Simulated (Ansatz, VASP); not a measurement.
TiAl: VASP beside Ansatz

```
Ti Al
1.0
     3.17906    0.00000    0.00000
     0.00000    3.17906    0.00000
     0.00000    0.00000    3.17906
Ti Al
1 1
Direct
  0.00000 0.00000 0.00000
  0.50000 0.50000 0.50000
```

Alike in both runs: task relaxation of cell and atoms; functional PBE; dispersion D3(BJ); k mesh 14 × 14 × 14; occupations gaussian, width 0.1 eV; no spin polarisation.

|  | VASP | Ansatz |
| --- | --- | --- |
| version | VASP 6.6.1 | Ansatz 0.2.0 |
| potentials or method | VASP PAW PBE potentials, release 64 (Ti_sv, Al), cutoff 600 eV | scalar-relativistic, plane waves, PAW |
| valence electrons in the cell | 15 | 15 |

```csv
,VASP,Ansatz,Ansatz less VASP
"gap on the k mesh at the Fermi level, each at its own relaxed structure (eV)",none,none,-
relaxed volume (Å³/atom),15.46,15.46,+0.004
relaxed cell length with the largest relative difference (Å),3.139,3.139,+0.0002
```

A gap of «none» marks a metal or a gap that the smearing closes.
